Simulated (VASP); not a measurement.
MnAs: single point with PBE

Crystal: MnAs.

```
Mn As
1.0
     3.71000    0.00000    0.00000
    -1.85500    3.21295    0.00000
     0.00000    0.00000    5.69100
Mn As
2 2
Cartesian
  0.0000 0.0000 0.0000
  0.0000 0.0000 2.8455
  0.0000 2.1420 1.4227
  1.8550 1.0710 4.2683
```

| Property | Result |
| --- | --- |
| Program | VASP 6.6.1 |
| Task | single point |
| Functional | PBE |
| Potentials or basis | VASP PAW PBE potentials, release 64 (Mn_pv, As) |
| Cutoff | 520 eV |
| k mesh | 10 × 10 × 6 |
| Occupations | fermi-dirac, width 0.05 eV |
| Spin | collinear spin, ferromagnetic start |
| Starting moments | [4.0, 4.0, 0.0, 0.0] μB |

| Quantity | Value |
| --- | --- |
| Pressure | -3.4 GPa |
| Net moment | 6.26 μB per cell |
| Site moments | Mn +3.19; As -0.12 μB |
| Valence electrons inside the program's atomic spheres | Mn 11.58; As 2.79 |

Stress tensor (GPa, compression positive):
```
-2.62  0.00  0.00
 0.00 -2.62  0.00
 0.00  0.00 -4.87
```

Levels at points of the mesh, in eV from the Fermi level:
Spin up:
| k point | band 18 | band 19 | band 20 | band 21 | band 22 | band 23 | band 24 | band 25 |
| --- | --- | --- | --- | --- | --- | --- | --- | --- |
| (0.00, 0.00, 0.00) | -1.84 | -0.49 | 0.58 | 0.58 | 1.50 | 2.86 | 2.86 | 3.82 |
| (0.50, 0.00, 0.00) | -2.10 | -2.07 | -1.89 | -1.63 | -0.56 | 1.06 | 3.15 | 4.75 |
| (0.00, 0.00, 0.50) | -2.55 | -1.03 | -1.03 | 2.04 | 2.04 | 2.04 | 2.04 | 5.50 |
| (0.50, 0.00, 0.50) | -2.27 | -1.93 | -1.93 | 0.48 | 0.48 | 1.31 | 1.31 | 4.08 |
Spin down:
| k point | band 11 | band 12 | band 13 | band 14 | band 15 | band 16 | band 17 | band 18 | band 19 | band 20 |
| --- | --- | --- | --- | --- | --- | --- | --- | --- | --- | --- |
| (0.00, 0.00, 0.00) | -2.83 | -1.13 | -0.12 | -0.12 | 0.01 | 0.01 | 0.52 | 0.52 | 1.27 | 1.27 |
| (0.50, 0.00, 0.00) | -3.28 | -3.13 | -2.70 | -2.04 | -1.30 | 0.66 | 0.75 | 0.79 | 0.84 | 1.39 |
| (0.00, 0.00, 0.50) | -1.99 | -1.99 | -1.99 | -1.99 | 0.42 | 0.42 | 0.42 | 0.42 | 0.74 | 0.74 |
| (0.50, 0.00, 0.50) | -2.40 | -2.40 | -2.33 | -2.33 | -0.07 | -0.07 | 0.95 | 0.95 | 1.07 | 1.07 |

Run time: 100 s on 1 thread of Intel(R) Xeon(R) 6975P-C (Granite Rapids) (shared host), peak memory 0.31 GiB.

Caveat: the cell stands under tension; the run started ferromagnetic, and an antiferromagnetic order may lie lower in energy.
